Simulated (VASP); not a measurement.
# TiSi2 (Cmcm) in VASP: further runs

The runs below take TiSi2 through single point, with PBE, PBEsol, r2SCAN, PBEsol+U.

Everything below comes from runs of VASP 6.6.1. Logs are shortened: lines on timing, memory, paths and dates and some standing lists are left out, and cuts for length are marked.

## (1) The cell of the first run

Symmetry: Cmcm, No. 63, orthorhombic system. The conventional cell has a = 3.577 Å, b = 13.696 Å, c = 3.612 Å, α = 90.00°, β = 90.00°, γ = 90.00°. Within 3.4 Å of Ti (site symmetry m2m) lie 10 Si at 2.61 to 2.84 Å and 2 Ti at 3.35 Å. Si (site symmetry m2m) has 8 Si at 2.54 to 3.19 Å and 4 Ti at 2.69 to 2.70 Å within 3.4 Å. Within 3.2 Å of Si (site symmetry m2m) lie 6 Si at 2.41 to 3.19 Å and 6 Ti at 2.61 to 2.84 Å.

## (2) Single point, PBE

INCAR reads:

```
ALGO = Normal ; EDIFF = 1E-7
ENCUT = 520 ; GGA = PE
ISIF = 2 ; ISMEAR = -1
LASPH = T ; LCHARG = F
LREAL = F ; LWAVE = F
NBANDS = 29 ; NELM = 80
PREC = Accurate ; SIGMA = 0.05
```

KPOINTS reads:

```
k-points
0
Gamma
  8 8 8
```

POSCAR reads:

```
TiSi2
1.0
    1.7883327548     -6.8482296503      0.0000000000
    1.7883327548      6.8482296503      0.0000000000
    0.0000000000      0.0000000000      3.6120895340
Ti Si
2 4
Direct
    0.1031180800      0.8968819200      0.2500000000
    0.8968819200      0.1031180800      0.7500000000
    0.7503148200      0.2496851800      0.2500000000
    0.2496851800      0.7503148200      0.7500000000
    0.4417485500      0.5582514500      0.2500000000
    0.5582514500      0.4417485500      0.7500000000
```

Potentials or basis: VASP PAW PBE potentials, release 64 (Ti_sv, Si).

Command:

```bash
cat potpaw_PBE.64/Ti_sv/POTCAR potpaw_PBE.64/Si/POTCAR > POTCAR
mpirun -np 1 vasp_std > vasp.out
```

OUTCAR:

```text
EDIFF = 1E-7
   ENCUT = 520
   GGA = PE
   ISIF = 2
   ISMEAR = -1
   LASPH = T
   LREAL = F
   NELM = 80
   PREC = Accurate

 ion  position               nearest neighbor table
   1  0.103  0.897  0.250-   6 2.61   6 2.61   6 2.61   6 2.61   3 2.69   3 2.69   4 2.70   4 2.70
                             5 2.84   5 2.84
   2  0.897  0.103  0.750-   5 2.61   5 2.61   5 2.61   5 2.61   4 2.69   4 2.69   3 2.70   3 2.70
                             6 2.84   6 2.84
   3  0.750  0.250  0.250-   4 2.54   4 2.54   4 2.54   4 2.54   1 2.69   1 2.69   2 2.70   2 2.70

   4  0.250  0.750  0.750-   3 2.54   3 2.54   3 2.54   3 2.54   2 2.69   2 2.69   1 2.70   1 2.70

   5  0.442  0.558  0.250-   6 2.41   6 2.41   2 2.61   2 2.61   2 2.61   2 2.61   1 2.84   1 2.84

   6  0.558  0.442  0.750-   5 2.41   5 2.41   1 2.61   1 2.61   1 2.61   1 2.61   2 2.84   2 2.84

  LATTYP: Found a base centered orthorhombic cell.
 ALAT       =     3.5766655096
 B/A-ratio  =     3.8293934012
 C/A-ratio  =     1.0099042039

  Lattice vectors:

 A1 = (   1.7883327548,  -6.8482296503,   0.0000000000)
 A2 = (   1.7883327548,   6.8482296503,   0.0000000000)
 A3 = (   0.0000000000,   0.0000000000,   3.6120895340)

Analysis of symmetry for initial positions (statically):
=====================================================================
 Subroutine PRICEL returns:
 Original cell was already a primitive cell.

 Routine SETGRP: Setting up the symmetry group for a
 base centered orthorhombic supercell.

 Subroutine GETGRP returns: Found  8 space group operations
 (whereof  4 operations were pure point group operations)
 out of a pool of  8 trial point group operations.

The static configuration has the point symmetry C_2h.
 The point group associated with its full space group is D_2h.

Analysis of symmetry for dynamics (positions and initial velocities):
=====================================================================
 Subroutine PRICEL returns:
 Original cell was already a primitive cell.

 Routine SETGRP: Setting up the symmetry group for a
 base centered orthorhombic supercell.

 Subroutine GETGRP returns: Found  8 space group operations
 (whereof  4 operations were pure point group operations)
 out of a pool of  8 trial point group operations.

The dynamic configuration has the point symmetry C_2h.
 The point group associated with its full space group is D_2h.

 Subroutine INISYM returns: Found  8 space group operations
 (whereof  4 operations are pure point group operations),
 and found     1 'primitive' translations

----------------------------------------------------------------------------------------

                                     Primitive cell

  volume of cell :      88.4739

  direct lattice vectors                    reciprocal lattice vectors
     1.788332755 -6.848229650  0.000000000     0.279590025 -0.073011570  0.000000000
     1.788332755  6.848229650  0.000000000     0.279590025  0.073011570  0.000000000
     0.000000000  0.000000000  3.612089534     0.000000000  0.000000000  0.276848066

  length of vectors
     7.077879865  7.077879865  3.612089534     0.288965866  0.288965866  0.276848066

  position of ions in fractional coordinates (direct lattice)
     0.103118080  0.896881920  0.250000000
     0.896881920  0.103118080  0.750000000
     0.750314820  0.249685180  0.250000000
     0.249685180  0.750314820  0.750000000
     0.441748550  0.558251450  0.250000000
     0.558251450  0.441748550  0.750000000

  ion indices of the primitive-cell ions
   primitive index   ion index
                 1           1
                 2           2
                 3           3
                 4           4
                 5           5
                 6           6

----------------------------------------------------------------------------------------

 KPOINTS: k-points

Automatic generation of k-mesh.
 Grid dimensions read from file:
 generate k-points for:    8    8    8

 Generating k-lattice:

  Cartesian coordinates                     Fractional coordinates (reciprocal lattice)
     0.034948753 -0.009126446  0.000000000     0.125000000 -0.000000000  0.000000000
     0.034948753  0.009126446  0.000000000    -0.000000000  0.125000000  0.000000000
     0.000000000  0.000000000  0.034606008     0.000000000  0.000000000  0.125000000

  Length of vectors
     0.036120733  0.036120733  0.034606008

  Shift w.r.t. Gamma in fractional coordinates (k-lattice)
     0.000000000  0.000000000  0.000000000

 Subroutine IBZKPT returns following result:
 ===========================================

 Found    105 irreducible k-points:

 Following reciprocal coordinates:
            Coordinates               Weight
  0.000000  0.000000  0.000000      1.000000
  0.125000 -0.000000  0.000000      4.000000
  0.250000 -0.000000  0.000000      4.000000
  0.375000 -0.000000  0.000000      4.000000
  0.500000 -0.000000  0.000000      2.000000
  0.125000  0.125000  0.000000      2.000000
[... 16 lines left out ...]
  0.125000 -0.000000  0.125000      8.000000
  0.250000 -0.000000  0.125000      8.000000
 [... further k-points ...]
   k-points           NKPTS =    105   k-points in BZ     NKDIM =    105   number of bands    NBANDS=     29
   number of dos      NEDOS =    301   number of ions     NIONS =      6
   total plane-waves  NPLWV =  81648
   dimension x,y,z NGX =    54 NGY =   54 NGZ =   28
   dimension x,y,z NGXF=   108 NGYF=  108 NGZF=   56
   ions per type =               2   4
   NGX,Y,Z   is equivalent  to a cutoff of  12.68, 12.68, 12.89 a.u.
   NGXF,Y,Z  is equivalent  to a cutoff of  25.37, 25.37, 25.77 a.u.
 SYSTEM =  unknown system
   PREC   = accura    normal or accurate (medium, high low for compatibility)
   ISTART =      0    job   : 0-new  1-cont  2-samecut
   ICHARG =      2    charge: 1-file 2-atom 10-const
   ISPIN  =      1    spin polarized calculation?
   LNONCOLLINEAR =      F non collinear calculations
   LSORBIT =      F    spin-orbit coupling
   LASPH  =      T    aspherical Exc in radial PAW
   ENCUT  =  520.0 eV  38.22 Ry    6.18 a.u.  13.16 13.16  6.72*2*pi/ulx,y,z
   NELM   =     80;   NELMIN=  2; NELMDL= -5     # of ELM steps
   EDIFF  = 0.1E-06   stopping-criterion for ELM
   LREAL  =      F    real-space projection
   EDIFFG = 0.1E-05   stopping-criterion for IOM
   NSW    =      0    number of steps for IOM
   IBRION =     -1    ionic relax: 0-MD 1-quasi-New 2-CG
   NFREE  =      0    steps in history (QN), initial steepest desc. (CG)
   ISIF   =      2    stress and relaxation
   ISYM   =      2    0-nonsym 1-usesym 2-fastsym
   POTIM  = 0.5000    time-step for ionic-motion
   TEBEG  =    0.0;   TEEND  =   0.0 temperature during run
   PSTRESS=    0.0 pullay stress
   NELECT =      40.0000    total number of electrons
   NUPDOWN=      -1.0000    fix difference up-down
   EMIN   =  10.00;   EMAX   =-10.00  energy-range for DOS
   EFERMI =   0.00;   METHOD = LEGACY
   ISMEAR =    -1;   SIGMA  =   0.05  broadening in eV -4-tet -1-fermi 0-gaus
   EFERMI_NEDOS =   21; number of points for ismear=-14 and -15
   IALGO  =     38    algorithm
   IMIX   =      4    mixing-type and parameters
     AMIX     =   0.40;   BMIX     =  1.00
     AMIX_MAG =   1.60;   BMIX_MAG =  1.00
  volume/ion in A,a.u.               =      14.75        99.51
  Fermi-wavevector in a.u.,A,eV,Ry     =   1.256483  2.374408 21.480174  1.578748
  Thomas-Fermi vector in A             =   2.390188
   LORBIT       =      0    0 simple, 1 ext, 2 COOP (PROOUT), +10 PAW based schemes
   GGA     = PE    functional components
   LHFCALC =     F    Hartree Fock is set to
   AEXX    =    0.0000 exact exchange contribution
   IVDW    =     0    specifies the selected vdW correction
   LEPSILON=     F    determine dielectric tensor
   LRPA    =     F    only Hartree local field effects (RPA)
 non-spin polarized calculation
  energy-cutoff  :      520.00
  volume of cell :       88.47
 maximum number of plane-waves:      2408
 NGX is ok and might be reduce to    54
   NGX = 27   NGY = 27   NGZ = 13

 number of electron      40.0000003 magnetization

 Free energy of the ion-electron system (eV)
  ---------------------------------------------------
  ext. energy  EPLUGINS =         0.00000000
  ---------------------------------------------------
  free energy    TOTEN  =       -40.73013416 eV

  energy without entropy =      -40.71756978  energy(sigma->0) =      -40.72385197

 E-fermi :  10.0686     XC(G=0): -11.4670

 val. band max:       10.0618537918   @ k =   0.3750   0.2500   0.1250
 cond. band min:      10.0761563348   @ k =   0.5000   0.2500   0.0000
 fundamental gap:      0.0143025430
 Fermi energy:        10.0685793518

 k-point     1 :       0.0000    0.0000    0.0000
  band No.  band energies     occupation
      1     -46.8677      2.00000
      2     -46.8601      2.00000
      3     -23.1995      2.00000
      4     -23.1703      2.00000
      5     -23.1595      2.00000
      6     -23.1577      2.00000
[... 21 lines left out ...]
     28      12.8544      0.00000
     29      13.0224      0.00000

 k-point     2 :       0.1250   -0.0000    0.0000
  band No.  band energies     occupation
      1     -46.8672      2.00000
      2     -46.8596      2.00000
      3     -23.1979      2.00000
      4     -23.1797      2.00000
      5     -23.1680      2.00000
      6     -23.1569      2.00000
[... 21 lines left out ...]
     28      12.9518      0.00000
     29      13.0092      0.00000

 k-point     3 :       0.2500   -0.0000    0.0000
  band No.  band energies     occupation
      1     -46.8659      2.00000
      2     -46.8584      2.00000
      3     -23.2024      2.00000
      4     -23.1938      2.00000
      5     -23.1884      2.00000
      6     -23.1547      2.00000
[... 21 lines left out ...]
     28      12.9487      0.00000
     29      13.9530      0.00000

 k-point     4 :       0.3750   -0.0000    0.0000
  band No.  band energies     occupation
      1     -46.8647      2.00000
      2     -46.8572      2.00000
      3     -23.2246      2.00000
      4     -23.2089      2.00000
      5     -23.1899      2.00000
      6     -23.1525      2.00000
[... 597 lines left out ...]
     28      13.0487      0.00000
     29      13.2809      0.00000

 k-point    23 :       0.1250   -0.0000    0.1250
  band No.  band energies     occupation
      1     -46.8665      2.00000
      2     -46.8594      2.00000
      3     -23.1960      2.00000
      4     -23.1785      2.00000
      5     -23.1677      2.00000
      6     -23.1660      2.00000
[... 21 lines left out ...]
     28      13.2228      0.00000
     29      13.2770      0.00000

 k-point    24 :       0.2500   -0.0000    0.1250
  band No.  band energies     occupation
      1     -46.8652      2.00000
      2     -46.8583      2.00000
      3     -23.2010      2.00000
      4     -23.1921      2.00000
      5     -23.1880      2.00000
      6     -23.1638      2.00000
[... 21 lines left out ...]
     28      13.2562      0.00000
     29      13.5739      0.00000

 [... further k-points ...]
[... 5 lines left out ...]
  --------------------------------------------------------------------------------------
  -------------------------------------------------------------------------------------
  Total       -1.9164508     -1.6508830     -2.1396257      0.0000000      0.0000000      0.0000000
  in kB      -34.7050845    -29.8959067    -38.7465681      0.0000000      0.0000000      0.0000000
  external PRESSURE =     -34.4491864 kB  Pullay stress =       0.0000000 kB

 VOLUME and BASIS-vectors are now :
 -----------------------------------------------------------------------------
  energy-cutoff  :      520.00
  volume of cell :       88.47
      direct lattice vectors                 reciprocal lattice vectors
     1.788332755 -6.848229650  0.000000000     0.279590025 -0.073011570  0.000000000
     1.788332755  6.848229650  0.000000000     0.279590025  0.073011570  0.000000000
     0.000000000  0.000000000  3.612089534     0.000000000  0.000000000  0.276848066

 POSITION                                       TOTAL-FORCE (eV/Angst)
 -----------------------------------------------------------------------------------
      1.78833      5.43588      0.90302         0.000000     -0.095467     -0.000000
      1.78833     -5.43588      2.70907         0.000000      0.095467      0.000000
      1.78833     -3.42843      0.90302         0.000000     -0.002837      0.000000
      1.78833      3.42843      2.70907         0.000000      0.002837     -0.000000
      1.78833      0.79784      0.90302         0.000000      0.056545     -0.000000
      1.78833     -0.79784      2.70907         0.000000     -0.056545     -0.000000
 -----------------------------------------------------------------------------------
    total drift:                                0.000000      0.000000      0.000000

  FREE ENERGIE OF THE ION-ELECTRON SYSTEM (eV)
  ---------------------------------------------------
  free  energy   TOTEN  =       -40.7301341647 eV

  energy  without entropy=      -40.7175697778  energy(sigma->0) =      -40.72385197
```

It took 3.1 min on 1 thread of Intel Xeon 6975P-C (Granite Rapids), shared host; peak memory 0.41 GiB.

What came out:

```
Free energy            : -40.7301 eV
Pressure               : -3.4 GPa
Largest force          : 0.095 eV/Å
Band gap on the k mesh : zero (band 20 reaches 10.51 eV, above the bottom of band 21 at 9.55 eV)
```

Forces in eV/Å, atoms in the order of the input:
```
Ti   0.000 -0.095  0.000
Ti   0.000  0.095  0.000
Si   0.000 -0.003  0.000
Si   0.000  0.003  0.000
Si   0.000  0.057  0.000
Si   0.000 -0.057  0.000
```

## (3) Single point, PBEsol

This run uses another cell than the first one, of 14.18 Å³/atom, 0.962 times its volume.

INCAR reads:

```
SYSTEM = TiSi2
PREC = Accurate
ENCUT = 500
EDIFF = 1E-6
ISMEAR = -1
SIGMA = 0.03
LREAL = .False.
LASPH = .True.
NELM = 120
ALGO = Normal
ISIF = 2
LWAVE = .False.
LCHARG = .False.
GGA = PS
NBANDS = 29
GGA_COMPAT = .False.
```

KPOINTS reads:

```
Automatic mesh
0
Gamma
  5 5 5
  0 0 0
```

Edit POSCAR of step 2 so:

```diff
@@ -2,5 +2,5 @@
 1.0
-    1.7883327548     -6.8482296503      0.0000000000
-    1.7883327548      6.8482296503      0.0000000000
-    0.0000000000      0.0000000000      3.6120895340
+    1.7651050250     -6.7592815350      0.0000000000
+    1.7651050250      6.7592815350      0.0000000000
+    0.0000000000      0.0000000000      3.5651739700
 Ti Si
```

Potentials or basis: VASP PAW PBE potentials, release 64 (Ti_sv, Si).

Command:

```bash
cat potpaw_PBE.64/Ti_sv/POTCAR potpaw_PBE.64/Si/POTCAR > POTCAR
mpirun -np 1 vasp_std > vasp.out
```

It took 1.7 min on 1 thread of Intel Xeon Platinum 8488C (Sapphire Rapids), shared host; peak memory 0.29 GiB.

It converged, with:

| Property | Result |
| --- | --- |
| Free energy | -43.6688 eV |
| Pressure | -2.1 GPa |
| Largest force | 0.212 eV/Å |
| Band gap on the k mesh | zero (band 20 reaches 10.94 eV, above the bottom of band 21 at 10.14 eV) |

Forces on the atoms (eV/Å):
```
Ti   0.000  0.014  0.000
Ti   0.000 -0.014  0.000
Si   0.000 -0.006  0.000
Si   0.000  0.006  0.000
Si   0.000  0.212  0.000
Si   0.000 -0.212  0.000
```

Stress tensor (GPa, compression positive):
```
-1.79  0.00  0.00
 0.00 -2.97  0.00
 0.00  0.00 -1.40
```

Levels at points of the mesh, in eV from the Fermi level:
```csv
k point,band 17,band 18,band 19,band 20,band 21,band 22,band 23,band 24
"(0.00, 0.00, 0.00)",-2.20,-2.11,-2.09,0.44,0.70,0.80,0.86,1.32
```

Caveat: the k points lie up to 0.37 Å⁻¹ apart; the PAW data sets were made with another functional, which shifts forces and pressure a little.

## (4) Single point, r2SCAN

This run uses another cell than the first one, of 15.03 Å³/atom, 1.019 times its volume.

Edit POSCAR of step 3 so:

```diff
@@ -2,5 +2,5 @@
 1.0
-    1.7651050250     -6.7592815350      0.0000000000
-    1.7651050250      6.7592815350      0.0000000000
-    0.0000000000      0.0000000000      3.5651739700
+    1.7997237164     -6.8918501234      0.0000000000
+    1.7997237164      6.8918501234      0.0000000000
+    0.0000000000      0.0000000000      3.6350970940
 Ti Si
```

INCAR.step1 reads:

```
  PREC = Accurate
  ENCUT = 520
  ISMEAR = -1
  SIGMA = 0.05
  LREAL = F
  LASPH = T
  NELM = 80
  NBANDS = 29
  GGA = PE
  ALGO = Normal
  EDIFF = 1E-4
  LWAVE = T
  LCHARG = F
```

INCAR.step2 reads:

```
  PREC = Accurate
  ENCUT = 520
  EDIFF = 1E-6
  ISMEAR = -1
  SIGMA = 0.05
  LREAL = F
  LASPH = T
  NELM = 80
  ALGO = Normal
  ISIF = 2
  LWAVE = F
  LCHARG = T
  METAGGA = R2SCAN
  LMIXTAU = T
  LELF = T
  LVHAR = T
  NBANDS = 29
  ISTART = 1
```

KPOINTS reads:

```
Automatic mesh
0
Gamma
  8 8 8
```

Command:

```bash
cat potpaw_PBE.64/Ti_sv/POTCAR potpaw_PBE.64/Si/POTCAR > POTCAR
cp INCAR.step1 INCAR
mpirun -np 1 vasp_std > vasp.out
cp INCAR.step2 INCAR
mpirun -np 1 vasp_std > vasp.out
```

Wall time 14 min (1 thread of Intel Xeon 6975P-C (Granite Rapids), shared host); peak memory 0.45 GiB.

It converged, with:

* Free energy: -64.1560 eV
* Pressure: -7.4 GPa
* Largest force: 0.183 eV/Å
* Band gap on the k mesh: zero (band 20 reaches 10.33 eV, above the bottom of band 21 at 9.36 eV)

Forces on the atoms (eV/Å):
```
Ti   0.000 -0.175  0.000
Ti   0.000  0.175  0.000
Si   0.000  0.010  0.000
Si   0.000 -0.010  0.000
Si   0.000 -0.183  0.000
Si   0.000  0.183  0.000
```

Stress tensor (GPa, compression positive):
```
-7.42  0.00  0.00
 0.00 -6.21  0.00
 0.00  0.00 -8.56
```

Levels at points of the mesh, in eV from the Fermi level:
```tsv
k point	band 18	band 19	band 20	band 21	band 22	band 23
(0.00, 0.00, 0.00)	-2.20	-2.06	0.43	0.61	0.78	0.90
(0.50, 0.00, 0.00)	-1.55	-0.61	-0.60	-0.54	1.08	1.43
(0.50, 0.50, 0.00)	-2.14	-1.15	0.36	0.64	0.74	0.86
(0.00, 0.00, 0.50)	-1.58	-0.09	-0.09	0.78	0.78	1.43
(0.50, 0.00, 0.50)	-3.40	-2.50	-2.50	1.77	1.77	1.96
(0.50, 0.50, 0.50)	-2.12	-0.90	-0.90	0.47	0.47	1.72
```

Caveat: the PAW data sets were made with another functional, which shifts forces and pressure a little.

(Part 1 of 3 ends here.)
